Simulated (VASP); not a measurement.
# CoO (F-43m) in VASP: a series of runs

The runs below take CoO through single point, with LDA+U.

Program: VASP 6.6.1. These are calculated values, not measurements. Logs are shortened: lines on timing, memory, paths and dates and some standing lists are left out, and cuts for length are marked.

## 1. The cell of the first run

It takes space group F-43m (No. 216, cubic). Conventional cell: a = 4.687 Å, b = 4.687 Å, c = 4.687 Å, α = 90.00°, β = 90.00°, γ = 90.00°. Co (site symmetry -43m) has 4 O at 2.03 Å within 2.7 Å. O (site symmetry -43m) has 4 Co at 2.03 Å within 2.7 Å.

## 2. Single point, LDA+U, collinear spin, ferromagnetic start

The input, INCAR:

```
SYSTEM = CoO
PREC = Accurate
ENCUT = 600
EDIFF = 1E-6
ISMEAR = 0
SIGMA = 0.05
LREAL = .FALSE.
LASPH = .TRUE.
NELM = 200
ALGO = Normal
ISIF = 2
LWAVE = .FALSE.
LCHARG = .FALSE.
ISPIN = 2
MAGMOM = 2.15 2.15 0.13 0.13
LORBIT = 11
NUPDOWN = 4.5
LMAXMIX = 4
LDAU = .TRUE.
LDAUTYPE = 1
LDAUL = 2 -1
LDAUU = 2 0
LDAUJ = 0.9 0
LDAUPRINT = 1
GGA = CA
NBANDS = 27
GGA_COMPAT = .FALSE.
```

The input, KPOINTS:

```
regular mesh
0
G
  7 7 7
  0 0 0
```

The input, POSCAR:

```
CoO
1.0
    0.0000000000      2.3436418400      2.3436418400
    2.3436418400      0.0000000000      2.3436418400
    4.6872836800      4.6872836800      0.0000000000
Co O
2 2
Direct
    0.0000000000      0.0000000000      0.0000000000
    0.0000000000      0.0000000000      0.5000000000
    0.2500000000      0.2500000000      0.1250000000
    0.2500000000      0.2500000000      0.6250000000
```

Potentials or basis: VASP PAW LDA potentials, release 64 (Co, O).

The run is started by

```sh
> cat potpaw_LDA.64/Co/POTCAR potpaw_LDA.64/O/POTCAR > POTCAR
> mpirun -np 1 vasp_std > vasp.out
```

OUTCAR:

```text
SYSTEM = CoO
   PREC = Accurate
   ENCUT = 600
   EDIFF = 1E-6
   ISMEAR = 0
   LREAL = .FALSE.
   LASPH = .TRUE.
   NELM = 200
   ISIF = 2
   ISPIN = 2
   LORBIT = 11
   NUPDOWN = 4.5
   GGA = CA

 ion  position               nearest neighbor table
   1  0.000  0.000  0.000-   3 2.03   4 2.03   3 2.03   3 2.03
   2  0.000  0.000  0.500-   3 2.03   4 2.03   4 2.03   4 2.03
   3  0.250  0.250  0.125-   1 2.03   1 2.03   1 2.03   2 2.03
   4  0.250  0.250  0.625-   2 2.03   2 2.03   1 2.03   2 2.03

  LATTYP: Found a trigonal (rhomboedric) cell.
 ALAT       =     5.7407266478
 COS(alpha) =     0.8333333333

  Lattice vectors:

 A1 = (   4.6872836800,   2.3436418400,  -2.3436418400)
 A2 = (   2.3436418400,   2.3436418400,  -4.6872836800)
 A3 = (   2.3436418400,   4.6872836800,  -2.3436418400)

Analysis of symmetry for initial positions (statically):
=====================================================================
 Subroutine PRICEL returns following result:

  LATTYP: Found a face centered cubic cell.
 ALAT       =     4.6872836800
[... 12 lines left out ...]
 Subroutine GETGRP returns: Found  6 space group operations
 (whereof  6 operations were pure point group operations)
 out of a pool of 12 trial point group operations.

The static configuration has the point symmetry C_3v.

Analysis of symmetry for dynamics (positions and initial velocities):
=====================================================================
 Subroutine PRICEL returns following result:

  LATTYP: Found a face centered cubic cell.
 ALAT       =     4.6872836800
[... 12 lines left out ...]
 Subroutine GETGRP returns: Found  6 space group operations
 (whereof  6 operations were pure point group operations)
 out of a pool of 12 trial point group operations.

The dynamic configuration has the point symmetry C_3v.

Analysis of structural, dynamic, and magnetic symmetry:
=====================================================================
 Subroutine PRICEL returns following result:

  LATTYP: Found a face centered cubic cell.
 ALAT       =     4.6872836800
[... 12 lines left out ...]
 Subroutine GETGRP returns: Found  6 space group operations
 (whereof  6 operations were pure point group operations)
 out of a pool of 12 trial point group operations.

The overall configuration has the point symmetry C_3v.

 Subroutine INISYM returns: Found  6 space group operations
 (whereof  6 operations are pure point group operations),
 and found     2 'primitive' translations

----------------------------------------------------------------------------------------

                                     Primitive cell

  volume of cell :      25.7456

  direct lattice vectors                    reciprocal lattice vectors
     0.000000000  2.343641840  2.343641840    -0.213343179  0.213343179  0.213343179
     2.343641840  0.000000000  2.343641840     0.213343179 -0.213343179  0.213343179
     2.343641840  2.343641840  0.000000000     0.213343179  0.213343179 -0.213343179

  length of vectors
     3.314410075  3.314410075  3.314410075     0.369521225  0.369521225  0.369521225

  position of ions in fractional coordinates (direct lattice)
     0.000000000  0.000000000  0.000000000
     0.250000000  0.250000000  0.250000000

  ion indices of the primitive-cell ions
   primitive index   ion index
                 1           1
                 2           3

----------------------------------------------------------------------------------------

 KPOINTS: regular mesh

Automatic generation of k-mesh.
 Grid dimensions read from file:
 generate k-points for:    7    7    7

 Generating k-lattice:

  Cartesian coordinates                     Fractional coordinates (reciprocal lattice)
    -0.030477597  0.030477597  0.030477597     0.142857143  0.000000000  0.000000000
     0.030477597 -0.030477597  0.030477597     0.000000000  0.142857143  0.000000000
[... 72 lines left out ...]
   EFERMI =   0.00;   METHOD = LEGACY
   ISMEAR =     0;   SIGMA  =   0.05  broadening in eV -4-tet -1-fermi 0-gaus
   EFERMI_NEDOS =   21; number of points for ismear=-14 and -15
   IALGO  =     38    algorithm
   IMIX   =      4    mixing-type and parameters
     AMIX     =   0.40;   BMIX     =  1.00
     AMIX_MAG =   1.60;   BMIX_MAG =  1.00
  volume/ion in A,a.u.               =      12.87        86.87
  Fermi-wavevector in a.u.,A,eV,Ry     =   1.367322  2.583863 25.437022  1.869568
  Thomas-Fermi vector in A             =   2.493384
   LORBIT       =     11    0 simple, 1 ext, 2 COOP (PROOUT), +10 PAW based schemes
 LDA+U is selected, type is set to LDAUTYPE =  1
   angular momentum for each species LDAUL =     2   -1
   U (eV)           for each species LDAUU =   2.0  0.0
   J (eV)           for each species LDAUJ =   0.9  0.0
   GGA     = CA    functional components
   LHFCALC =     F    Hartree Fock is set to
   AEXX    =    0.0000 exact exchange contribution
   IVDW    =     0    specifies the selected vdW correction
   LEPSILON=     F    determine dielectric tensor
   LRPA    =     F    only Hartree local field effects (RPA)
 spin polarized calculation
 Gauss-broadening in eV      SIGMA  =   0.05
  energy-cutoff  :      600.00
  volume of cell :       51.49
 maximum number of plane-waves:      1740
   NGX = 13   NGY = 13   NGZ = 27

atom =   1  type =  1  l = 2

 onsite density matrix

spin component  1

  0.9208 -0.0011 -0.0002 -0.0011  0.0000
 -0.0011  0.9208 -0.0001  0.0011  0.0002
 -0.0002 -0.0001  0.9270 -0.0001  0.0000
 -0.0011  0.0011 -0.0001  0.9208 -0.0002
  0.0000  0.0002  0.0000 -0.0002  0.9270

spin component  2

  0.2521  0.0002  0.0008  0.0002  0.0000
  0.0002  0.2521  0.0004 -0.0002 -0.0007
  0.0008  0.0004  0.9153  0.0004 -0.0000
  0.0002 -0.0002  0.0004  0.2521  0.0007
  0.0000 -0.0007 -0.0000  0.0007  0.9153

 occupancies and eigenvectors

  o =  0.2518  v =  0.0000  0.0000  0.0000  0.0000  0.0000 -0.5774  0.5774 -0.0000  0.5774 -0.0000      0.0000  0.0000  0.0000  0.0000  0.0000  0.0000  0.0000  0.0000  0.0000  0.0000
  o =  0.2523  v =  0.0000  0.0000  0.0000  0.0000  0.0000  0.0448 -0.6837 -0.0001  0.7284 -0.0015      0.0000  0.0000  0.0000  0.0000  0.0000  0.0000  0.0000  0.0000  0.0000  0.0000
  o =  0.2523  v =  0.0000  0.0000  0.0000  0.0000  0.0000 -0.8153 -0.4464  0.0015 -0.3689 -0.0001      0.0000  0.0000  0.0000  0.0000  0.0000  0.0000  0.0000  0.0000  0.0000  0.0000
  o =  0.9153  v =  0.0000  0.0000  0.0000  0.0000  0.0000  0.0000 -0.0011 -0.0000  0.0011  1.0000      0.0000  0.0000  0.0000  0.0000  0.0000  0.0000  0.0000  0.0000  0.0000  0.0000
  o =  0.9153  v =  0.0000  0.0000  0.0000  0.0000  0.0000 -0.0013 -0.0006 -1.0000 -0.0006 -0.0000      0.0000  0.0000  0.0000  0.0000  0.0000  0.0000  0.0000  0.0000  0.0000  0.0000
  o =  0.9197  v =  0.8143  0.4540  0.0309  0.3603 -0.0021  0.0000  0.0000  0.0000  0.0000  0.0000      0.0000  0.0000  0.0000  0.0000  0.0000  0.0000  0.0000  0.0000  0.0000  0.0000
  o =  0.9197  v = -0.0541  0.6782 -0.0021 -0.7323 -0.0309  0.0000  0.0000  0.0000  0.0000  0.0000      0.0000  0.0000  0.0000  0.0000  0.0000  0.0000  0.0000  0.0000  0.0000  0.0000
  o =  0.9229  v =  0.5774 -0.5774 -0.0000 -0.5774 -0.0000  0.0000  0.0000  0.0000  0.0000  0.0000      0.0000  0.0000  0.0000  0.0000  0.0000  0.0000  0.0000  0.0000  0.0000  0.0000
  o =  0.9270  v = -0.0253 -0.0126  0.9995 -0.0126 -0.0000  0.0000  0.0000  0.0000  0.0000  0.0000      0.0000  0.0000  0.0000  0.0000  0.0000  0.0000  0.0000  0.0000  0.0000  0.0000
  o =  0.9270  v =  0.0000  0.0219  0.0000 -0.0219  0.9995  0.0000  0.0000  0.0000  0.0000  0.0000      0.0000  0.0000  0.0000  0.0000  0.0000  0.0000  0.0000  0.0000  0.0000  0.0000

atom =   2  type =  1  l = 2

 onsite density matrix

spin component  1

  0.9208 -0.0011 -0.0002 -0.0011  0.0000
 -0.0011  0.9208 -0.0001  0.0011  0.0002
 -0.0002 -0.0001  0.9270 -0.0001 -0.0000
 -0.0011  0.0011 -0.0001  0.9208 -0.0002
  0.0000  0.0002 -0.0000 -0.0002  0.9270

spin component  2

  0.2521  0.0002  0.0008  0.0002 -0.0000
  0.0002  0.2521  0.0004 -0.0002 -0.0007
  0.0008  0.0004  0.9153  0.0004  0.0000
  0.0002 -0.0002  0.0004  0.2521  0.0007
 -0.0000 -0.0007  0.0000  0.0007  0.9153

 occupancies and eigenvectors

  o =  0.2518  v =  0.0000  0.0000  0.0000  0.0000  0.0000  0.5774 -0.5774 -0.0000 -0.5774 -0.0000      0.0000  0.0000  0.0000  0.0000  0.0000  0.0000  0.0000  0.0000  0.0000  0.0000
  o =  0.2523  v =  0.0000  0.0000  0.0000  0.0000  0.0000 -0.8160 -0.4318  0.0015 -0.3842 -0.0001      0.0000  0.0000  0.0000  0.0000  0.0000  0.0000  0.0000  0.0000  0.0000  0.0000
  o =  0.2523  v =  0.0000  0.0000  0.0000  0.0000  0.0000  0.0275 -0.6930 -0.0001  0.7204 -0.0015      0.0000  0.0000  0.0000  0.0000  0.0000  0.0000  0.0000  0.0000  0.0000  0.0000
  o =  0.9153  v =  0.0000  0.0000  0.0000  0.0000  0.0000  0.0000 -0.0011  0.0000  0.0011  1.0000      0.0000  0.0000  0.0000  0.0000  0.0000  0.0000  0.0000  0.0000  0.0000  0.0000
  o =  0.9153  v =  0.0000  0.0000  0.0000  0.0000  0.0000  0.0013  0.0006  1.0000  0.0006 -0.0000      0.0000  0.0000  0.0000  0.0000  0.0000  0.0000  0.0000  0.0000  0.0000  0.0000
  o =  0.9197  v = -0.3499  0.4636 -0.0133 -0.8135 -0.0280  0.0000  0.0000  0.0000  0.0000  0.0000      0.0000  0.0000  0.0000  0.0000  0.0000  0.0000  0.0000  0.0000  0.0000  0.0000
  o =  0.9197  v =  0.7373  0.6716  0.0280  0.0657 -0.0133  0.0000  0.0000  0.0000  0.0000  0.0000      0.0000  0.0000  0.0000  0.0000  0.0000  0.0000  0.0000  0.0000  0.0000  0.0000
  o =  0.9229  v =  0.5774 -0.5774  0.0000 -0.5774  0.0000  0.0000  0.0000  0.0000  0.0000  0.0000      0.0000  0.0000  0.0000  0.0000  0.0000  0.0000  0.0000  0.0000  0.0000  0.0000
  o =  0.9270  v =  0.0040 -0.0196 -0.1577  0.0236 -0.9870  0.0000  0.0000  0.0000  0.0000  0.0000      0.0000  0.0000  0.0000  0.0000  0.0000  0.0000  0.0000  0.0000  0.0000  0.0000
  o =  0.9270  v = -0.0250 -0.0159  0.9870 -0.0090 -0.1577  0.0000  0.0000  0.0000  0.0000  0.0000      0.0000  0.0000  0.0000  0.0000  0.0000  0.0000  0.0000  0.0000  0.0000  0.0000

 number of electron      29.9999998 magnetization       4.5000001

 Free energy of the ion-electron system (eV)
  ---------------------------------------------------
  ext. energy  EPLUGINS =         0.00000000
  ---------------------------------------------------
  free energy    TOTEN  =       -27.92298539 eV

  energy without entropy =      -27.91798268  energy(sigma->0) =      -27.92048404

 E-fermi :   4.4316     XC(G=0): -11.0952

 val. band max:        4.3924901492   @ k =   0.2857   0.1429   0.1429
 cond. band min:       3.7295139571   @ k =   0.4286   0.2857   0.2857
 fundamental gap:     -0.6629761921
 Fermi energy:         3.7144366615

 spin component 1

 k-point     1 :       0.0000    0.0000    0.0000
  band No.  band energies     occupation
      1     -14.5118      1.00000
      2     -14.0105      1.00000
      3      -1.8374      1.00000
      4      -1.3496      1.00000
      5      -1.3473      1.00000
      6      -1.3473      1.00000
[... 1433 lines left out ...]
     26      17.8383      0.00000
     27      19.7815      0.00000

 [... further k-points ...]
[... 5 lines left out ...]
  --------------------------------------------------------------------------------------
  -------------------------------------------------------------------------------------
  Total       -8.6577765     -8.6577765     -8.6577765      0.0145081     -0.0145081     -0.0145081
  in kB     -269.3910930   -269.3910930   -269.3910930      0.4514262     -0.4514262     -0.4514262
  external PRESSURE =    -269.3910930 kB  Pullay stress =       0.0000000 kB

 VOLUME and BASIS-vectors are now :
 -----------------------------------------------------------------------------
  energy-cutoff  :      600.00
  volume of cell :       51.49
      direct lattice vectors                 reciprocal lattice vectors
     0.000000000  2.343641840  2.343641840    -0.213343179  0.213343179  0.213343179
     2.343641840  0.000000000  2.343641840     0.213343179 -0.213343179  0.213343179
     4.687283680  4.687283680  0.000000000     0.106671589  0.106671589 -0.106671589

 POSITION                                       TOTAL-FORCE (eV/Angst)
 -----------------------------------------------------------------------------------
      0.00000      0.00000      0.00000         0.003096      0.003096     -0.003096
      2.34364      2.34364      0.00000         0.003096      0.003096     -0.003096
      1.17182      1.17182      1.17182        -0.003096     -0.003096      0.003096
      3.51546      3.51546      1.17182        -0.003096     -0.003096      0.003096
 -----------------------------------------------------------------------------------
    total drift:                                0.000003      0.000003     -0.000004

  FREE ENERGIE OF THE ION-ELECTRON SYSTEM (eV)
  ---------------------------------------------------
  free  energy   TOTEN  =       -27.9229853907 eV

  energy  without entropy=      -27.9179826830  energy(sigma->0) =      -27.92048404

 total charge

# of ion       s       p       d       tot
------------------------------------------
    1        0.312   0.359   7.180   7.851
    2        0.312   0.359   7.180   7.851
    3        1.538   3.347   0.000   4.885
    4        1.538   3.347   0.000   4.885
--------------------------------------------------
tot          3.700   7.412  14.359  25.471

 magnetization (x)

# of ion       s       p       d       tot
------------------------------------------
    1        0.013   0.029   2.030   2.072
    2        0.013   0.029   2.030   2.072
    3        0.014   0.103   0.000   0.117
    4        0.014   0.103   0.000   0.117
--------------------------------------------------
tot          0.055   0.264   4.060   4.378
```

Wall time 7.8 min (1 thread of Intel Xeon 8259CL, shared host); peak memory 0.25 GiB.

What came out:

| Item | Value |
| --- | --- |
| Free energy | -27.9230 eV |
| Pressure | -26.9 GPa |
| Net moment | 4.50 μB per cell |
| Site moments | Co +2.07; O +0.12 μB |
| Valence electrons inside the program's atomic spheres | Co 7.85; O 4.88 |

Eigenvalues of the final occupation matrices:
| site | spin | trace | eigenvalues |
| --- | --- | --- | --- |
| site 1 d | 1 | 4.62 | 0.92 0.92 0.92 0.93 0.93 |
| site 1 d | 2 | 2.59 | 0.25 0.25 0.25 0.92 0.92 |
| site 2 d | 1 | 4.62 | 0.92 0.92 0.92 0.93 0.93 |
| site 2 d | 2 | 2.59 | 0.25 0.25 0.25 0.92 0.92 |

Caveat: the cell stands under tension; the total moment is fixed, so each spin has its own Fermi level and the state may be an excited one. The state reached can hang on the start; a lower one may exist.

## 3. Single point, LDA+U, collinear spin, zero start

The input, INCAR:

```
SYSTEM = CoO
  ALGO = Normal
  EDIFF = 1E-6
  ENCUT = 600
  GGA = CA
  GGA_COMPAT = .FALSE.
  ISIF = 2
  ISMEAR = 0
  ISPIN = 2
  LASPH = .TRUE.
  LCHARG = .TRUE.
  LDAU = .TRUE.
  LDAUJ = 0.9 0
  LDAUL = 2 -1
  LDAUPRINT = 1
  LDAUTYPE = 1
  LDAUU = 2 0
  LELF = .TRUE.
  LMAXMIX = 4
  LORBIT = 11
  LREAL = .FALSE.
  LVHAR = .TRUE.
  LWAVE = .FALSE.
  MAGMOM = 0 0 0 0
  NBANDS = 27
  NELM = 200
  NUPDOWN = 0.0
  PREC = Accurate
  SIGMA = 0.05
```

The input, KPOINTS:

```
k-points
0
G
  7 7 7
  0 0 0
```

POSCAR is that of step 2.

Potentials or basis: VASP PAW LDA potentials, release 64 (Co, O).

The run is started by

```sh
> cat potpaw_LDA.64/Co/POTCAR potpaw_LDA.64/O/POTCAR > POTCAR
> mpirun -np 1 vasp_std > vasp.out
```

It took 5.5 min on 1 thread of Intel Xeon 8259CL, shared host; peak memory 0.25 GiB.

It converged, with:

```
Free energy                                           : -26.4049 eV
Pressure                                              : -36.1 GPa
Net moment                                            : 0.00 μB per cell
Valence electrons inside the program's atomic spheres : Co 7.91; O 4.84
```

Eigenvalues of the final occupation matrices:
| site | spin | trace | eigenvalues |
| --- | --- | --- | --- |
| site 1 d | 1 | 3.66 | 0.64 0.64 0.65 0.86 0.86 |
| site 1 d | 2 | 3.66 | 0.64 0.64 0.64 0.86 0.86 |
| site 2 d | 1 | 3.66 | 0.64 0.64 0.65 0.86 0.86 |
| site 2 d | 2 | 3.66 | 0.64 0.64 0.64 0.86 0.86 |

Caveat: the cell stands under tension; the total moment is fixed, so each spin has its own Fermi level.
